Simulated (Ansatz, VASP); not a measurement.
# Sr2Ge2As: VASP beside Ansatz

```
Sr Ge As
1.0
     4.28149    0.00000    0.00000
    -2.14075    3.70788    0.00000
     0.00000    0.00000    9.44095
Sr Ge As
2 2 1
Direct
  0.33333 0.66667 0.18824
  0.66667 0.33333 0.81176
  0.33333 0.66667 0.55143
  0.66667 0.33333 0.44857
  0.00000 0.00000 0.00000
```

Change from the starting cell: species swapped into the Pr2SeO2 type (P-3m1, No. 164).

Alike in both runs: functional PBE; k mesh 12 × 12 × 4; occupations gaussian, width 0.1 eV; no spin polarisation.

Ansatz relaxed the structure, and its values are those at the end. VASP's run is a single point on that final structure, the one shown.

|  | VASP | Ansatz |
| --- | --- | --- |
| version | VASP 6.6.1 | Ansatz 0.2.0 |
| potentials or method | VASP PAW PBE potentials, release 64 (Sr_sv, Ge_d, As), cutoff 520 eV | scalar-relativistic, plane waves, PAW |
| valence electrons in the cell | 53 | 63 |

|  | VASP | Ansatz | Ansatz less VASP |
| --- | --- | --- | --- |
| gap on the k mesh at the Fermi level (eV) | none | none | - |
| pressure (GPa) | 0.1 | 0.0 | -0.09 |
| rms of the force components (eV/Å) | 0.006 | 0.001 | -0.0057 |

A gap of «none» marks a metal or a gap that the smearing closes. VASP's potentials hold 53 valence electrons a cell and Ansatz's 63, so a difference there can come from the potentials and not from the codes.
